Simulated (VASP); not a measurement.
Input of a VASP 6.6.1 run:

Contents of INCAR:

```
SYSTEM = Ge2F3
PREC = Accurate
ENCUT = 520
EDIFF = 1E-6
ISMEAR = 0
SIGMA = 0.1
LREAL = .FALSE.
LASPH = .TRUE.
NELM = 60
ALGO = Normal
ISIF = 2
LWAVE = .FALSE.
LCHARG = .FALSE.
GGA = PE
NBANDS = 32
```

Contents of KPOINTS:

```
regular mesh
0
G
  12 12 12
  0 0 0
```

The input POSCAR:

```
Ge2F3
1.0
    1.5981139239      0.9226715042      9.4585289404
   -1.5981139239      0.9226715042      9.4585289404
    0.0000000000     -1.8453430083      9.4585289404
Ge F
2 3
Direct
    0.3984332721      0.3984332721      0.3984332721
    0.6015667279      0.6015667279      0.6015667279
    0.0000000000      0.0000000000      0.0000000000
    0.2215649220      0.2215649220      0.2215649220
    0.7784350780      0.7784350780      0.7784350780
```

Potentials or basis: VASP PAW PBE potentials, release 64 (Ge_d, F).

Launch:

```sh
$ cat potpaw_PBE.64/Ge_d/POTCAR potpaw_PBE.64/F/POTCAR > POTCAR
$ mpirun -np 1 vasp_std > vasp.out
```

(1) What does it give for the largest force?

(2) Estimate the band gap on the k mesh.

(3) Predict the pressure.

Results:

(1) 0.024 eV/Å.

(2) zero (an odd number of electrons rules out a gap without spin polarisation).

(3) -0.1 GPa.

Caveat: an odd number of electrons without spin polarisation forces a metal; a magnetic or distorted state may lie lower.
